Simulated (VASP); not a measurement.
# Ag (Im-3m) in VASP: a series of runs, part 2 of 2

VASP 6.6.1.

## Step 4: Single point, BLYP+D3(BJ), non-collinear spin, zero start, spin-orbit coupling

The input, INCAR:

```
PREC = Accurate
ENCUT = 520
EDIFF = 1E-6
ISMEAR = 1
SIGMA = 0.2
LREAL = F
LASPH = T
NELM = 150
ALGO = Normal
ISIF = 2
LWAVE = F
LCHARG = F
LNONCOLLINEAR = T
MAGMOM = 0 0 0
LORBIT = 11
LSORBIT = T
GGA_COMPAT = F
LORBMOM = T
LMAXMIX = 4
GGA = B5
ALDAX = 1.0
AGGAX = 1.0
AGGAC = 1.0
ALDAC = 0.0
IVDW = 12
VDW_S6 = 1.0
VDW_S8 = 2.6996
VDW_A1 = 0.4298
VDW_A2 = 4.2359
NBANDS = 22
```

The input, KPOINTS:

```
Automatic mesh
0
Gamma
  8 8 8
```

The input, POSCAR:

```
Ag
1.0
   -1.6556540000      1.6556540000      1.6556540000
    1.6556540000     -1.6556540000      1.6556540000
    1.6556540000      1.6556540000     -1.6556540000
Ag
1
Direct
    0.0000000000      0.0000000000      0.0000000000
```

Potentials or basis: VASP PAW PBE potentials, release 64 (Ag).

On the command line:

```sh
$ cat potpaw_PBE.64/Ag/POTCAR > POTCAR
$ mpirun -np 1 vasp_ncl > vasp.out
```

OUTCAR:

```text
PREC = Accurate
   ENCUT = 520
   EDIFF = 1E-6
   ISMEAR = 1
   LREAL = F
   LASPH = T
   NELM = 150
   ISIF = 2
   LNONCOLLINEAR = T
   LORBIT = 11
   LSORBIT = T
   GGA = B5
   IVDW = 12
 IVDW          = 12

 ion  position               nearest neighbor table
   1  0.000  0.000  0.000-

  LATTYP: Found a body centered cubic cell.
 ALAT       =     3.3113080000

  Lattice vectors:

 A1 = (  -1.6556540000,   1.6556540000,   1.6556540000)
 A2 = (   1.6556540000,  -1.6556540000,   1.6556540000)
 A3 = (   1.6556540000,   1.6556540000,  -1.6556540000)

Analysis of symmetry for initial positions (statically):
=====================================================================
 Subroutine PRICEL returns:
 Original cell was already a primitive cell.

 Routine SETGRP: Setting up the symmetry group for a
 body centered cubic supercell.

 Subroutine GETGRP returns: Found 48 space group operations
[... 9 lines left out ...]

 Routine SETGRP: Setting up the symmetry group for a
 body centered cubic supercell.

 Subroutine GETGRP returns: Found 48 space group operations
 (whereof 48 operations were pure point group operations)
 out of a pool of 48 trial point group operations.

The dynamic configuration has the point symmetry O_h .

Analysis of structural, dynamic, and magnetic symmetry:
=====================================================================
 Subroutine PRICEL returns:
 Original cell was already a primitive cell.

 Routine SETGRP: Setting up the symmetry group for a
 body centered cubic supercell.

 Subroutine GETGRP returns: Found 48 space group operations
 (whereof 48 operations were pure point group operations)
 out of a pool of 48 trial point group operations.

The overall configuration has the point symmetry O_h .

 Subroutine INISYM returns: Found 48 space group operations
[... 5 lines left out ...]
                                     Primitive cell

  volume of cell :      18.1538

  direct lattice vectors                    reciprocal lattice vectors
[... 754 lines left out ...]
  Total      -0.59121    -0.59121    -0.59121    -0.00000    -0.00000     0.00000
  in kB     -52.17748   -52.17748   -52.17748    -0.00000    -0.00000     0.00000
  external pressure =      -52.18 kB  Pullay stress =        0.00 kB

 VOLUME and BASIS-vectors are now :
 -----------------------------------------------------------------------------
  energy-cutoff  :      520.00
  volume of cell :       18.15
      direct lattice vectors                 reciprocal lattice vectors
    -1.655654000  1.655654000  1.655654000     0.000000000  0.301995465  0.301995465
     1.655654000 -1.655654000  1.655654000     0.301995465  0.000000000  0.301995465
     1.655654000  1.655654000 -1.655654000     0.301995465  0.301995465  0.000000000

 POSITION                                       TOTAL-FORCE (eV/Angst)
 -----------------------------------------------------------------------------------
      0.00000      0.00000      0.00000         0.000000     -0.000000      0.000000
 -----------------------------------------------------------------------------------
    total drift:                               -0.000000      0.000000      0.000000

  FREE ENERGIE OF THE ION-ELECTRON SYSTEM (eV)
  ---------------------------------------------------
  free  energy   TOTEN  =        -3.2815251765 eV

  energy  without entropy=       -3.2746958215  energy(sigma->0) =       -3.27924872

 orbital moment (x)

 # of ion     p       d       tot
 ----------------------------------------
  1         0.000  -0.000  -0.000
 ----------------------------------------
            0.000  -0.000  -0.000

 orbital moment (y)

 # of ion     p       d       tot
 ----------------------------------------
  1        -0.000   0.000   0.000
 ----------------------------------------
           -0.000   0.000   0.000

 orbital moment (z)

 # of ion     p       d       tot
 ----------------------------------------
  1         0.000   0.000   0.000
 ----------------------------------------
            0.000   0.000   0.000

 Spin-Orbit-Coupling matrix elements

 Ion:    1  E_soc:     -0.0518642
 l=   1
     0.0000000    -0.0018067    -0.0018067
    -0.0018067     0.0000000    -0.0018067
    -0.0018067    -0.0018067     0.0000000
 l=   2
     0.0000000    -0.0014147     0.0000000    -0.0014147    -0.0054227
    -0.0014147     0.0000000    -0.0040670    -0.0014147    -0.0013557
     0.0000000    -0.0040670     0.0000000    -0.0040670     0.0000000
    -0.0014147    -0.0014147    -0.0040670     0.0000000    -0.0013557
    -0.0054227    -0.0013557     0.0000000    -0.0013557     0.0000000
 l=   3
     0.0000000     0.0000000     0.0000000     0.0000000     0.0000000     0.0000000     0.0000000
     0.0000000     0.0000000     0.0000000     0.0000000     0.0000000     0.0000000     0.0000000
     0.0000000     0.0000000     0.0000000     0.0000000     0.0000000     0.0000000     0.0000000
     0.0000000     0.0000000     0.0000000     0.0000000     0.0000000     0.0000000     0.0000000
     0.0000000     0.0000000     0.0000000     0.0000000     0.0000000     0.0000000     0.0000000
     0.0000000     0.0000000     0.0000000     0.0000000     0.0000000     0.0000000     0.0000000
     0.0000000     0.0000000     0.0000000     0.0000000     0.0000000     0.0000000     0.0000000

 total charge

# of ion       s       p       d       tot
------------------------------------------
    1        0.405   0.261   9.190   9.856

 magnetization (x)

# of ion       s       p       d       tot
------------------------------------------
    1       -0.000  -0.000  -0.000  -0.000

 magnetization (y)

# of ion       s       p       d       tot
------------------------------------------
    1        0.000   0.000   0.000   0.000

 magnetization (z)

# of ion       s       p       d       tot
------------------------------------------
    1        0.000   0.000   0.000   0.000
```

Run time: 28 s. Hardware: 1 thread of Intel Xeon Platinum 8259CL at 2.50GHz (Skylake/Cascade Lake), shared host; peak memory 0.21 GiB.

What came out:

```yaml
Free_energy: -3.2815 eV
Pressure: -5.2 GPa
Net_moment: 0.00 μB per cell
Valence_electrons_inside_the_program's_atomic_spheres: Ag 9.86
Dispersion_energy_per_atom: -1.259 eV
```

Moments on the atoms (μB; x, y, z):
```
Ag  0.00 0.00 0.00
```

Caveat: the PAW data sets were made with another functional, which shifts forces and pressure a little.

## Step 5: Single point, LDA

This run uses another cell than the first one, of 17.06 Å³/atom, 0.940 times its volume.

The input, INCAR:

```
  PREC = Accurate
  ENCUT = 520
  EDIFF = 1E-6
  ISMEAR = -1
  SIGMA = 0.05
  LREAL = False
  LASPH = True
  NELM = 100
  ALGO = Normal
  ISIF = 2
  LWAVE = False
  LCHARG = False
  NBANDS = 12
```

The input, KPOINTS:

```
regular mesh
0
Gamma
  11 11 11
```

The input, POSCAR:

```
Ag
1.0
   -1.6218556592      1.6218556592      1.6218556592
    1.6218556592     -1.6218556592      1.6218556592
    1.6218556592      1.6218556592     -1.6218556592
Ag
1
Direct
    0.0000000000      0.0000000000      0.0000000000
```

Potentials or basis: VASP PAW LDA potentials, release 64 (Ag).

On the command line:

```sh
$ cat potpaw_LDA.64/Ag/POTCAR > POTCAR
$ mpirun -np 1 vasp_std > vasp.out
```

Run time: 8.1 s. Hardware: 1 thread of Intel Xeon Platinum 8259CL at 2.50GHz (Skylake/Cascade Lake), shared host; peak memory 0.13 GiB.

The run converged. Its results:

```yaml
Free_energy: -3.7326 eV
Pressure: -6.3 GPa
```

Levels at points of the mesh, in eV from the Fermi level:
```csv
k point,band 4,band 5,band 6,band 7,band 8,band 9
"(0.00, 0.00, 0.00)",-4.86,-3.50,-3.50,17.99,17.99,17.99
```

## Step 6: Single point, PBEsol

This run uses another cell than the first one, of 17.06 Å³/atom, 0.940 times its volume.

The input, INCAR:

```
ALGO = Fast ; EDIFF = 1E-6
ENCUT = 520 ; GGA = PS
ISIF = 2 ; ISMEAR = -1
LASPH = T ; LCHARG = F
LREAL = F ; LWAVE = F
NBANDS = 12 ; NELM = 60
PREC = Accurate ; SIGMA = 0.05
```

The input, KPOINTS:

```
k-points
0
Gamma
  11 11 11
```

POSCAR is that of step 5.

Potentials or basis: VASP PAW PBE potentials, release 64 (Ag).

On the command line:

```sh
$ cat potpaw_PBE.64/Ag/POTCAR > POTCAR
$ mpirun -np 1 vasp_std > vasp.out
```

Wall time 8.2 s (1 thread of Intel Xeon Platinum 8259CL at 2.50GHz (Skylake/Cascade Lake), shared host); peak memory 0.14 GiB.

Results (log left out):

- Free energy: -3.2796 eV
- Pressure: -1.9 GPa

Levels at points of the mesh, in eV from the Fermi level:
```
           k point  band 2  band 3  band 4  band 5  band 6  band 7  band 8  band 9  band 10  band 11
(0.00, 0.00, 0.00)   -4.85   -4.85   -4.85   -3.50   -3.50   17.97   17.97   17.97    24.28    24.36
```

Caveat: the PAW data sets were made with another functional, which shifts forces and pressure a little.

## Step 7: Overview

```tsv
level	potentials or basis	spin	cell	k mesh	smearing	gap on the mesh (eV)	pressure (GPa)
PBEsol	VASP PAW PBE potentials, release 64 (Ag)	off	a = 2.868 Å, angles 109.5°, 1 atom	11 × 11 × 11	gaussian 0.02 eV	none	-7.4
PBE	VASP PAW PBE potentials, release 64 (Ag)	off	a = 2.868 Å, angles 109.5°, 1 atom	11 × 11 × 11	gaussian 0.02 eV	none	-0.9
BLYP+D3(BJ)	VASP PAW PBE potentials, release 64 (Ag)	non-collinear, zero start, SOC	a = 2.868 Å, angles 109.5°, 1 atom	8 × 8 × 8	methfessel-paxton 0.2 eV	-	-5.2
LDA	VASP PAW LDA potentials, release 64 (Ag)	off	a = 2.809 Å, angles 109.5°, 1 atom	11 × 11 × 11	fermi-dirac 0.05 eV	none	-6.3
PBEsol	VASP PAW PBE potentials, release 64 (Ag)	off	a = 2.809 Å, angles 109.5°, 1 atom	11 × 11 × 11	fermi-dirac 0.05 eV	none	-1.9
```

Alike in all rows: task single point; cutoff (eV) 520.

Caveats: the PAW data sets were made with another functional, which shifts forces and pressure a little (some runs).

Total energies depend on the potentials used, so only differences within one code and one set of settings carry meaning.
